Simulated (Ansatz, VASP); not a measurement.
**Two plane-wave programs on LiH**

The input POSCAR:

```
LiH
1.0
    2.6207376659      0.0000000000      0.0000000000
    0.0000000000      2.6207376659      0.0000000000
    0.0000000000      0.0000000000      2.5540283997
Li H
1 1
Direct
    0.0000000000      0.0000000000      0.0000000000
    0.5000000000      0.5000000000      0.5000000000
```

INCAR.step1

```
SYSTEM = LiH
  ALGO = Normal
  EDIFF = 1E-5
  ENCUT = 520
  GGA = PE
  ISIF = 2
  ISMEAR = 0
  LASPH = .TRUE.
  LCHARG = .FALSE.
  LREAL = .FALSE.
  LWAVE = .TRUE.
  NBANDS = 9
  NELM = 60
  PREC = Accurate
  SIGMA = 0.01
```

File INCAR.step2:

```
SYSTEM = LiH
  ALGO = Normal
  EDIFF = 1E-6
  ENCUT = 520
  GGA = PE
  HFSCREEN = 0.2079
  ISIF = 2
  ISMEAR = 0
  ISTART = 1
  LASPH = .TRUE.
  LCHARG = .FALSE.
  LHFCALC = .TRUE.
  LREAL = .FALSE.
  LWAVE = .FALSE.
  NBANDS = 9
  NELM = 60
  PREC = Accurate
  PRECFOCK = Normal
  SIGMA = 0.01
```

The input KPOINTS:

```
k-points
0
G
  8 8 8
  0 0 0
```

Input for Ansatz:

```yaml
crystal:
  lattice:
    - [2.6207376659, 0.0, 0.0]
    - [0.0, 2.6207376659, 0.0]
    - [0.0, 0.0, 2.5540283997]
  atoms:
    - { symbol: Li, position: [0.0, 0.0, 0.0] }
    - { symbol: H, position: [0.5, 0.5, 0.5] }
kpoints:
  mp_grid: { grid: [8, 8, 8] }
  band_path:
    path: [[0.0, 0.0, 0.0], [0.0, 0.5, 0.0], [0.5, 0.5, 0.0], [0.5, 0.5, 0.5]]
    npoints: 1
hamiltonian:
  xc: hse06
scf:
  occupations: { method: fixed }
  n_extra_bands: 4
output:
  forces: true
  stress: true
  eigenvalues: true
```

Change from the starting cell: epitaxial_xy strain +4.8%.

Alike in both runs: task single point; functional HSE06; k mesh 8 × 8 × 8; no spin polarisation.

|  | VASP | Ansatz |
| --- | --- | --- |
| version | VASP 6.6.1 | Ansatz 0.2.0 |
| potentials or method | VASP PAW PBE potentials, release 64 (Li_sv, H) | plane waves, PAW |
| plane-wave cutoff (eV) | 520 | 420 |
| occupations | gaussian, width 0.01 eV | fixed |
| valence electrons in the cell | 4 | 4 |

|  | VASP | Ansatz | Ansatz less VASP |
| --- | --- | --- | --- |
| gap on the k mesh at the Fermi level (eV) | 1.35 | 1.33 | -0.019 |

Ansatz's warnings: stress exchange threshold loose, stress scf threshold loose.

Noted on VASP's run: the cutoff is short for stress, so the pressure is rough.
